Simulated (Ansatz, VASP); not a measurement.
**BaS: VASP beside Ansatz**

File INCAR:

```
SYSTEM = BaS
ALGO     = Normal         ! electronic algorithm
EDIFF    = 1E-6           ! SCF threshold, eV
ENCUT    = 520            ! plane-wave cutoff, eV
GGA      = PS             ! functional
ISIF     = 2              ! what is computed and relaxed
ISMEAR   = -1             ! smearing method
LASPH    = .True.         ! aspherical terms in the spheres
LCHARG   = .False.        ! write CHGCAR
LREAL    = .False.        ! projectors in reciprocal space
LWAVE    = .False.        ! write WAVECAR
NBANDS   = 15             ! bands
NELM     = 100            ! most SCF steps
PREC     = Accurate       ! precision mode
SIGMA    = 0.02           ! smearing width, eV
```

KPOINTS

```
k-points
0
Gamma
  8 8 8
  0 0 0
```

Contents of POSCAR:

```
BaS
1.0
    0.0000000000      3.1830684821      3.1830684821
    3.1830684821      0.0000000000      3.1830684821
    3.1830684821      3.1830684821      0.0000000000
Ba S
1 1
Direct
    0.0000000000      0.0000000000      0.0000000000
    0.5000000000      0.5000000000      0.5000000000
```

Input for Ansatz:

```yaml
crystal:
  lattice:
    - [0.0, 3.1830684821, 3.1830684821]
    - [3.1830684821, 0.0, 3.1830684821]
    - [3.1830684821, 3.1830684821, 0.0]
  atoms:
    - { symbol: Ba, position: [0.0, 0.0, 0.0] }
    - { symbol: S, position: [0.5, 0.5, 0.5] }
kpoints:
  mp_grid: { grid: [8, 8, 8] }
  band_path:
    path:
      - [0.0, 0.0, 0.0]
      - [0.5, 0.0, 0.5]
      - [0.625, 0.25, 0.625]
      - [0.375, 0.375, 0.75]
      - [0.0, 0.0, 0.0]
      - [0.5, 0.5, 0.5]
      - [0.5, 0.25, 0.75]
      - [0.5, 0.0, 0.5]
    npoints: 5
scf:
  occupations: { method: fermi_dirac, width: 0.02 }
hamiltonian:
  xc: pbesol
  pseudopotentials: { kind: all_electron, lapw: { basis_error: 0.00025 } }
output:
  forces: true
  stress: true
  eigenvalues: true
```

Change from the starting cell: volume scaled by 0.99.

Alike in both runs: task single point; functional PBEsol; k mesh 8 × 8 × 8; occupations fermi-dirac, width 0.02 eV; no spin polarisation.

|  | VASP | Ansatz |
| --- | --- | --- |
| version | VASP 6.6.1 | Ansatz 0.2.0 |
| potentials or method | VASP PAW PBE potentials, release 64 (Ba_sv, S), cutoff 520 eV | all-electron LAPW, scalar-relativistic |

```tsv
	VASP	Ansatz	Ansatz less VASP
gap on the k mesh at the Fermi level (eV)	1.96	2.07	+0.102
pressure (GPa)	-0.1	-0.7	-0.64
```

VASP's potentials were made for PBE, not for PBEsol. Ansatz ran all-electron here, and VASP with PAW potentials.

Neither program's run includes spin-orbit coupling.
